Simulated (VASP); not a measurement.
# LaB6 (Pm-3m) in VASP: single point with PBE

Aim: the single point of LaB6 with PBE.

Everything below comes from runs of VASP 6.6.1. Logs are shortened: lines on timing, memory, paths and dates and some standing lists are left out, and cuts for length are marked.

### 1 The cell of the first run

The structure is cubic, space group Pm-3m (No. 221). Conventional cell: a = 4.132 Å, b = 4.132 Å, c = 4.132 Å, α = 90.00°, β = 90.00°, γ = 90.00°. Within 4.2 Å of La (site symmetry m-3m) lie 24 B at 3.04 Å and 6 La at 4.13 Å. B (site symmetry 4mm) has 5 B at 1.67 to 1.74 Å within 2.2 Å.

### 2 Single point, PBE

Input file INCAR:

```
  ALGO = Normal
  EDIFF = 1E-7
  ENCUT = 520
  GGA = PE
  ISIF = 2
  ISMEAR = -1
  LASPH = True
  LCHARG = False
  LREAL = False
  LWAVE = False
  NBANDS = 24
  NELM = 60
  PREC = Accurate
  SIGMA = 0.1
```

Input file KPOINTS:

```
k-points
0
Gamma
  8 8 8
```

Input file POSCAR:

```
LaB6
1.0
    4.1320610000      0.0000000000      0.0000000000
    0.0000000000      4.1320610000      0.0000000000
    0.0000000000      0.0000000000      4.1320610000
La B
1 6
Direct
    0.0000000000      0.0000000000      0.0000000000
    0.5000000000      0.5000000000      0.2021000000
    0.5000000000      0.5000000000      0.7979000000
    0.2021000000      0.5000000000      0.5000000000
    0.7979000000      0.5000000000      0.5000000000
    0.5000000000      0.2021000000      0.5000000000
    0.5000000000      0.7979000000      0.5000000000
```

Potentials or basis: VASP PAW PBE potentials, release 64 (La, B).

Command:

```
$ cat potpaw_PBE.64/La/POTCAR potpaw_PBE.64/B/POTCAR > POTCAR
$ mpirun -np 1 vasp_std > vasp.out
```

OUTCAR:

```text
EDIFF = 1E-7
   ENCUT = 520
   GGA = PE
   ISIF = 2
   ISMEAR = -1
   LASPH = True
   LREAL = False
   NELM = 60
   PREC = Accurate

 ion  position               nearest neighbor table
   1  0.000  0.000  0.000-
   2  0.500  0.500  0.202-   3 1.67   4 1.74   5 1.74   6 1.74   7 1.74
   3  0.500  0.500  0.798-   2 1.67   4 1.74   5 1.74   6 1.74   7 1.74
   4  0.202  0.500  0.500-   5 1.67   3 1.74   2 1.74   6 1.74   7 1.74
   5  0.798  0.500  0.500-   4 1.67   3 1.74   2 1.74   6 1.74   7 1.74
   6  0.500  0.202  0.500-   7 1.67   3 1.74   4 1.74   5 1.74   2 1.74
   7  0.500  0.798  0.500-   6 1.67   3 1.74   4 1.74   5 1.74   2 1.74

  LATTYP: Found a simple cubic cell.
 ALAT       =     4.1320610000

  Lattice vectors:

 A1 = (   4.1320610000,   0.0000000000,   0.0000000000)
 A2 = (   0.0000000000,   4.1320610000,   0.0000000000)
 A3 = (   0.0000000000,   0.0000000000,   4.1320610000)

Analysis of symmetry for initial positions (statically):
=====================================================================
 Subroutine PRICEL returns:
 Original cell was already a primitive cell.

 Routine SETGRP: Setting up the symmetry group for a
 simple cubic supercell.

 Subroutine GETGRP returns: Found 48 space group operations
 (whereof 48 operations were pure point group operations)
 out of a pool of 48 trial point group operations.

The static configuration has the point symmetry O_h .

Analysis of symmetry for dynamics (positions and initial velocities):
=====================================================================
 Subroutine PRICEL returns:
 Original cell was already a primitive cell.

 Routine SETGRP: Setting up the symmetry group for a
 simple cubic supercell.

 Subroutine GETGRP returns: Found 48 space group operations
 (whereof 48 operations were pure point group operations)
 out of a pool of 48 trial point group operations.

The dynamic configuration has the point symmetry O_h .

 Subroutine INISYM returns: Found 48 space group operations
 (whereof 48 operations are pure point group operations),
 and found     1 'primitive' translations

----------------------------------------------------------------------------------------

                                     Primitive cell

  volume of cell :      70.5505

  direct lattice vectors                    reciprocal lattice vectors
     4.132061000  0.000000000  0.000000000     0.242009980  0.000000000  0.000000000
     0.000000000  4.132061000  0.000000000     0.000000000  0.242009980  0.000000000
     0.000000000  0.000000000  4.132061000     0.000000000  0.000000000  0.242009980

  length of vectors
     4.132061000  4.132061000  4.132061000     0.242009980  0.242009980  0.242009980

  position of ions in fractional coordinates (direct lattice)
     0.000000000  0.000000000  0.000000000
     0.500000000  0.500000000  0.202100000
     0.500000000  0.500000000  0.797900000
     0.202100000  0.500000000  0.500000000
     0.797900000  0.500000000  0.500000000
     0.500000000  0.202100000  0.500000000
     0.500000000  0.797900000  0.500000000

  ion indices of the primitive-cell ions
   primitive index   ion index
                 1           1
                 2           2
                 3           3
                 4           4
                 5           5
                 6           6
                 7           7

----------------------------------------------------------------------------------------

 KPOINTS: k-points

Automatic generation of k-mesh.
 Grid dimensions read from file:
 generate k-points for:    8    8    8

 Generating k-lattice:

  Cartesian coordinates                     Fractional coordinates (reciprocal lattice)
     0.030251248  0.000000000  0.000000000     0.125000000  0.000000000  0.000000000
     0.000000000  0.030251248  0.000000000     0.000000000  0.125000000  0.000000000
     0.000000000  0.000000000  0.030251248     0.000000000  0.000000000  0.125000000

  Length of vectors
     0.030251248  0.030251248  0.030251248

  Shift w.r.t. Gamma in fractional coordinates (k-lattice)
     0.000000000  0.000000000  0.000000000

 Subroutine IBZKPT returns following result:
 ===========================================

 Found     35 irreducible k-points:

 Following reciprocal coordinates:
            Coordinates               Weight
  0.000000  0.000000  0.000000      1.000000
  0.125000  0.000000  0.000000      6.000000
  0.250000  0.000000  0.000000      6.000000
  0.375000  0.000000  0.000000      6.000000
  0.500000  0.000000  0.000000      3.000000
  0.125000  0.125000  0.000000     12.000000
[... 16 lines left out ...]
  0.375000  0.375000  0.125000     24.000000
  0.500000  0.375000  0.125000     24.000000
 [... further k-points ...]
   k-points           NKPTS =     35   k-points in BZ     NKDIM =     35   number of bands    NBANDS=     24
   number of dos      NEDOS =    301   number of ions     NIONS =      7
   total plane-waves  NPLWV =  32768
   dimension x,y,z NGX =    32 NGY =   32 NGZ =   32
   dimension x,y,z NGXF=    64 NGYF=   64 NGZF=   64
   ions per type =               1   6
   NGX,Y,Z   is equivalent  to a cutoff of  12.87, 12.87, 12.87 a.u.
   NGXF,Y,Z  is equivalent  to a cutoff of  25.75, 25.75, 25.75 a.u.
 SYSTEM =  unknown system
   PREC   = accura    normal or accurate (medium, high low for compatibility)
   ISTART =      0    job   : 0-new  1-cont  2-samecut
   ICHARG =      2    charge: 1-file 2-atom 10-const
   ISPIN  =      1    spin polarized calculation?
   LNONCOLLINEAR =      F non collinear calculations
   LSORBIT =      F    spin-orbit coupling
   LASPH  =      T    aspherical Exc in radial PAW
   ENCUT  =  520.0 eV  38.22 Ry    6.18 a.u.   7.68  7.68  7.68*2*pi/ulx,y,z
   NELM   =     60;   NELMIN=  2; NELMDL= -5     # of ELM steps
   EDIFF  = 0.1E-06   stopping-criterion for ELM
   LREAL  =      F    real-space projection
   EDIFFG = 0.1E-05   stopping-criterion for IOM
   NSW    =      0    number of steps for IOM
   IBRION =     -1    ionic relax: 0-MD 1-quasi-New 2-CG
   NFREE  =      0    steps in history (QN), initial steepest desc. (CG)
   ISIF   =      2    stress and relaxation
   ISYM   =      2    0-nonsym 1-usesym 2-fastsym
   POTIM  = 0.5000    time-step for ionic-motion
   TEBEG  =    0.0;   TEEND  =   0.0 temperature during run
   PSTRESS=    0.0 pullay stress
   NELECT =      29.0000    total number of electrons
   NUPDOWN=      -1.0000    fix difference up-down
   EMIN   =  10.00;   EMAX   =-10.00  energy-range for DOS
   EFERMI =   0.00;   METHOD = LEGACY
   ISMEAR =    -1;   SIGMA  =   0.10  broadening in eV -4-tet -1-fermi 0-gaus
   EFERMI_NEDOS =   21; number of points for ismear=-14 and -15
   IALGO  =     38    algorithm
   IMIX   =      4    mixing-type and parameters
     AMIX     =   0.40;   BMIX     =  1.00
     AMIX_MAG =   1.60;   BMIX_MAG =  1.00
  volume/ion in A,a.u.               =      10.08        68.01
  Fermi-wavevector in a.u.,A,eV,Ry     =   1.217234  2.300239 20.159192  1.481659
  Thomas-Fermi vector in A             =   2.352561
   LORBIT       =      0    0 simple, 1 ext, 2 COOP (PROOUT), +10 PAW based schemes
   GGA     = PE    functional components
   LHFCALC =     F    Hartree Fock is set to
   AEXX    =    0.0000 exact exchange contribution
   IVDW    =     0    specifies the selected vdW correction
   LEPSILON=     F    determine dielectric tensor
   LRPA    =     F    only Hartree local field effects (RPA)
 non-spin polarized calculation
  energy-cutoff  :      520.00
  volume of cell :       70.55
 maximum number of plane-waves:      1935
 NGX is ok and might be reduce to    32
   NGX = 15   NGY = 15   NGZ = 15

 number of electron      29.0000002 magnetization

 Free energy of the ion-electron system (eV)
  ---------------------------------------------------
  ext. energy  EPLUGINS =         0.00000000
  ---------------------------------------------------
  free energy    TOTEN  =       -49.03313194 eV

  energy without entropy =      -49.00753539  energy(sigma->0) =      -49.02033367

 E-fermi :   8.7049     XC(G=0): -11.3237

 val. band max:        8.5541704902   @ k =   0.3750   0.2500   0.1250
 cond. band min:       8.7175282399   @ k =   0.2500   0.2500   0.0000
 fundamental gap:      0.1633577496
 Fermi energy:         8.7048587319

 k-point     1 :       0.0000    0.0000    0.0000
  band No.  band energies     occupation
      1     -24.3074      2.00000
      2      -8.0426      2.00000
      3      -8.0426      2.00000
      4      -8.0426      2.00000
      5      -7.0516      2.00000
      6       0.7037      2.00000
[... 16 lines left out ...]
     23      10.7726      0.00000
     24      11.9664      0.00000

 k-point     2 :       0.1250    0.0000    0.0000
  band No.  band energies     occupation
      1     -24.3035      2.00000
      2      -8.2314      2.00000
      3      -8.0300      2.00000
      4      -8.0300      2.00000
      5      -6.8586      2.00000
      6      -0.0972      2.00000
[... 16 lines left out ...]
     23      10.9096      0.00000
     24      11.9150      0.00000

 k-point     3 :       0.2500    0.0000    0.0000
  band No.  band energies     occupation
      1     -24.2942      2.00000
      2      -8.5571      2.00000
      3      -7.9992      2.00000
      4      -7.9992      2.00000
      5      -6.5074      2.00000
      6      -1.0375      2.00000
[... 16 lines left out ...]
     23      11.3314      0.00000
     24      11.3961      0.00000
[... 514 lines left out ...]
 k-point    23 :       0.3750    0.3750    0.1250
  band No.  band energies     occupation
      1     -24.2595      2.00000
      2      -8.5144      2.00000
      3      -8.4101      2.00000
      4      -7.9804      2.00000
      5      -6.3994      2.00000
      6      -0.9379      2.00000
[... 16 lines left out ...]
     23      11.5654      0.00000
     24      12.1446      0.00000

 k-point    24 :       0.5000    0.3750    0.1250
  band No.  band energies     occupation
      1     -24.2558      2.00000
      2      -8.5382      2.00000
      3      -8.4017      2.00000
      4      -7.9670      2.00000
      5      -6.4458      2.00000
      6      -0.9508      2.00000
[... 16 lines left out ...]
     23      11.8198      0.00000
     24      12.2133      0.00000

 [... further k-points ...]

------------------------ aborting loop because EDIFF is reached ----------------------------------------

  FORCE on cell =-STRESS in cart. coord.  units (eV):
  Direction    XX          YY          ZZ          XY          YZ          ZX
  --------------------------------------------------------------------------------------
  -------------------------------------------------------------------------------------
  Total        1.5416857      1.5416857      1.5416857     -0.0000000      0.0000000     -0.0000000
  in kB       35.0111400     35.0111400     35.0111400     -0.0000000      0.0000000     -0.0000000
  external PRESSURE =      35.0111400 kB  Pullay stress =       0.0000000 kB

 VOLUME and BASIS-vectors are now :
 -----------------------------------------------------------------------------
  energy-cutoff  :      520.00
  volume of cell :       70.55
      direct lattice vectors                 reciprocal lattice vectors
     4.132061000  0.000000000  0.000000000     0.242009980  0.000000000  0.000000000
     0.000000000  4.132061000  0.000000000     0.000000000  0.242009980  0.000000000
     0.000000000  0.000000000  4.132061000     0.000000000  0.000000000  0.242009980

 POSITION                                       TOTAL-FORCE (eV/Angst)
 -----------------------------------------------------------------------------------
      0.00000      0.00000      0.00000         0.000000      0.000000      0.000000
      2.06603      2.06603      0.83509         0.000000      0.000000     -0.692397
      2.06603      2.06603      3.29697         0.000000      0.000000      0.692397
      0.83509      2.06603      2.06603        -0.692397      0.000000      0.000000
      3.29697      2.06603      2.06603         0.692397      0.000000      0.000000
      2.06603      0.83509      2.06603         0.000000     -0.692397      0.000000
      2.06603      3.29697      2.06603         0.000000      0.692397      0.000000
 -----------------------------------------------------------------------------------
    total drift:                                0.000000     -0.000000     -0.000000

  FREE ENERGIE OF THE ION-ELECTRON SYSTEM (eV)
  ---------------------------------------------------
  free  energy   TOTEN  =       -49.0331319410 eV

  energy  without entropy=      -49.0075353913  energy(sigma->0) =      -49.02033367
```

Wall time 93 s (1 thread of Intel Xeon Platinum 8375C at 2.90GHz (Ice Lake), shared host); peak memory 0.21 GiB.

Results:

```
Free energy            : -49.0331 eV
Pressure               : 3.5 GPa
Largest force          : 0.692 eV/Å
Band gap on the k mesh : zero (an odd number of electrons rules out a gap without spin polarisation)
```

Forces on the atoms (eV/Å):
```
La   0.000  0.000  0.000
B    0.000  0.000 -0.692
B    0.000  0.000  0.692
B   -0.692  0.000  0.000
B    0.692  0.000  0.000
B    0.000 -0.692  0.000
B    0.000  0.692  0.000
```

Caveat: the cell stands under pressure; spin-orbit coupling is left out, which moves the levels of the heavy elements; an odd number of electrons without spin polarisation forces a metal; a magnetic or distorted state may lie lower.

The gap in the log of VASP goes by the Fermi energy; the results here count the filled bands.